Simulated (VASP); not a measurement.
Wanted: the native input for a VASP 6.6.1 run.

| Item | Value |
| --- | --- |
| Task | single point |
| Functional | r2SCAN |
| Potentials or basis | VASP PAW PBE potentials, release 64 (Pd) |
| Cutoff | 520 eV |
| k mesh | 10 × 10 × 10 |
| Occupations | fermi-dirac, width 0.05 eV |
| Spin | no spin polarisation |
| Dipole correction | no |
| Further INCAR settings | ALGO = Normal; EDIFF = 1e-07; NBANDS = 11 |

Pd:

```
Pd
1.0
     0.00000    1.94650    1.94650
     1.94650    0.00000    1.94650
     1.94650    1.94650    0.00000
Pd
1
Cartesian
  0.0000 0.0000 0.0000
```

The input as run:

POSCAR

```
Pd
1.0
    0.0000000000      1.9465000000      1.9465000000
    1.9465000000      0.0000000000      1.9465000000
    1.9465000000      1.9465000000      0.0000000000
Pd
1
Direct
    0.0000000000      0.0000000000      0.0000000000
```

INCAR.step1

```
SYSTEM = Pd
  PREC = Accurate
  ENCUT = 520
  ISMEAR = -1
  SIGMA = 0.05
  LREAL = .FALSE.
  LASPH = .TRUE.
  NELM = 80
  NBANDS = 11
  GGA = PE
  ALGO = Normal
  EDIFF = 1E-4
  LWAVE = .TRUE.
  LCHARG = .FALSE.
```

INCAR.step2

```
SYSTEM = Pd
  PREC = Accurate
  ENCUT = 520
  EDIFF = 1E-7
  ISMEAR = -1
  SIGMA = 0.05
  LREAL = .FALSE.
  LASPH = .TRUE.
  NELM = 80
  ALGO = Normal
  ISIF = 2
  LWAVE = .FALSE.
  LCHARG = .TRUE.
  METAGGA = R2SCAN
  LMIXTAU = .TRUE.
  LELF = .TRUE.
  LVHAR = .TRUE.
  NBANDS = 11
  ISTART = 1
```

KPOINTS

```
regular mesh
0
G
  10 10 10
  0 0 0
```

Potentials or basis: VASP PAW PBE potentials, release 64 (Pd).

Launch:

```bash
$ cat potpaw_PBE.64/Pd/POTCAR > POTCAR
$ cp INCAR.step1 INCAR
$ mpirun -np 1 vasp_std > vasp.out
$ cp INCAR.step2 INCAR
$ mpirun -np 1 vasp_std > vasp.out
```

Results of the run:

```json
{"Pressure": "2.7 GPa", "Band gap on the k mesh": "zero (band 5 reaches 9.93 eV, above the bottom of band 6 at 8.26 eV)"}
```

Caveat: the PAW data sets were made with another functional, which shifts forces and pressure a little.

Run time: 18 s on 1 thread of AMD EPYC 9R45 96-Core Processor (Zen 5), with other jobs on the host, peak memory 0.1 GiB.
